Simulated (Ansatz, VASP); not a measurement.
**Two plane-wave programs on MgO**

File INCAR:

```
SYSTEM = MgO
  ALGO = Normal
  EDIFF = 1E-6
  ENCUT = 520
  GGA = PE
  ISIF = 2
  ISMEAR = 0
  LASPH = .True.
  LCHARG = .False.
  LREAL = .False.
  LWAVE = .False.
  NBANDS = 11
  NELM = 60
  PREC = Accurate
  SIGMA = 0.05
```

KPOINTS

```
k-points
0
Gamma
  10 10 10
  0 0 0
```

The input POSCAR:

```
MgO
1.0
    0.0000000000      2.1269229054      2.1907305926
    2.1269229054      0.0000000000      2.1907305926
    2.1269229054      2.1269229054      0.0000000000
Mg O
1 1
Direct
    0.0000000000      0.0000000000      0.0000000000
    0.5000000000      0.5000000000      0.5000000000
```

Input for Ansatz:

```yaml
crystal:
  lattice:
    - [0.0, 2.1269229054, 2.1907305926]
    - [2.1269229054, 0.0, 2.1907305926]
    - [2.1269229054, 2.1269229054, 0.0]
  atoms:
    - { symbol: Mg, position: [0.0, 0.0, 0.0] }
    - { symbol: O, position: [0.5, 0.5, 0.5] }
basis:
  ecutwfc: 420
kpoints:
  mp_grid: { grid: [10, 10, 10] }
hamiltonian:
  xc: pbe
scf:
  occupations: { method: gaussian, width: 0.05 }
output:
  forces: true
  stress: true
  eigenvalues: true
```

Change from the starting cell: strain +0.0300 x Voigt [0, 0, 1, 0, 0, 0], atoms carried along.

Alike in both runs: task single point; functional PBE; k mesh 10 × 10 × 10; occupations gaussian, width 0.05 eV; no spin polarisation.

|  | VASP | Ansatz |
| --- | --- | --- |
| version | VASP 6.6.1 | Ansatz 0.2.0 |
| potentials or method | VASP PAW PBE potentials, release 64 (Mg, O), cutoff 520 eV | scalar-relativistic, plane waves, PAW |
| valence electrons in the cell | 8 | 16 |

|  | VASP | Ansatz | Ansatz less VASP |
| --- | --- | --- | --- |
| gap on the k mesh at the Fermi level (eV) | 4.13 | 4.15 | +0.020 |
| least direct gap on the mesh (eV) | 4.13 | 4.15 | +0.020 |
| pressure (GPa) | -4.7 | -3.9 | +0.75 |
| traceless stress, the component that is largest in VASP (GPa) | -2.74 | -2.74 | +0.009 |

The functional is the same, so the differences come from potentials, cutoffs and numerics. VASP's potentials hold 8 valence electrons a cell and Ansatz's 16, so a difference there can come from the potentials and not from the codes.
